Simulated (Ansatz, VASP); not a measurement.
One calculation of H6C2O, two programs

```
CELL_PARAMETERS angstrom
7.29363 0.00000 0.00000
0.00000 7.29363 0.00000
0.00000 0.00000 7.29363
ATOMIC_POSITIONS crystal
C 0.45267 0.33591 0.85623
C 0.30364 0.34324 0.71269
C 0.08103 0.73786 0.98868
C 0.21927 0.72725 0.14371
C 0.72337 0.70381 0.57974
C 0.68798 0.90822 0.55618
C 0.99522 0.25995 0.24299
C 0.79277 0.25411 0.19475
O 0.28135 0.16230 0.63637
O 0.35541 0.86689 0.12683
O 0.52586 0.94693 0.44947
O 0.75882 0.09635 0.08224
H 0.17294 0.16147 0.55864
H 0.17048 0.38298 0.77165
H 0.33852 0.44259 0.60409
H 0.47278 0.47254 0.91596
H 0.41448 0.23966 0.96532
H 0.58394 0.29067 0.79771
H 0.42210 0.87283 0.24406
H 0.14489 0.74072 0.27571
H 0.28431 0.59015 0.14529
H 0.98428 0.62269 0.99857
H 0.00198 0.86581 0.99523
H 0.15026 0.73062 0.85484
H 0.44454 0.03134 0.51793
H 0.68022 0.97712 0.69064
H 0.80610 0.96704 0.48215
H 0.85321 0.68235 0.65308
H 0.61304 0.63836 0.65869
H 0.73260 0.63597 0.44500
H 0.63402 0.05419 0.10516
H 0.70969 0.24876 0.32102
H 0.75503 0.38200 0.12154
H 0.02461 0.37922 0.33048
H 0.03848 0.13306 0.31292
H 0.07991 0.27050 0.11881
```

Alike in both runs: functional PBE; dispersion D3(BJ); k mesh 1 × 1 × 1; occupations fermi-dirac, width 0.02 eV; no spin polarisation.

Ansatz relaxed the structure, and its values are those at the end. VASP's run is a single point on that final structure, the one shown.

|  | VASP | Ansatz |
| --- | --- | --- |
| version | VASP 6.6.1 | Ansatz 0.2.0 |
| potentials or method | VASP PAW PBE potentials, release 64 (C, O, H), cutoff 520 eV | scalar-relativistic, plane waves, PAW |
| valence electrons in the cell | 80 | 80 |

|  | VASP | Ansatz | Ansatz less VASP |
| --- | --- | --- | --- |
| gap on the k mesh at the Fermi level (eV) | 4.68 | 4.69 | +0.010 |
| rms of the force components (eV/Å) | 0.085 | 0.082 | -0.0028 |
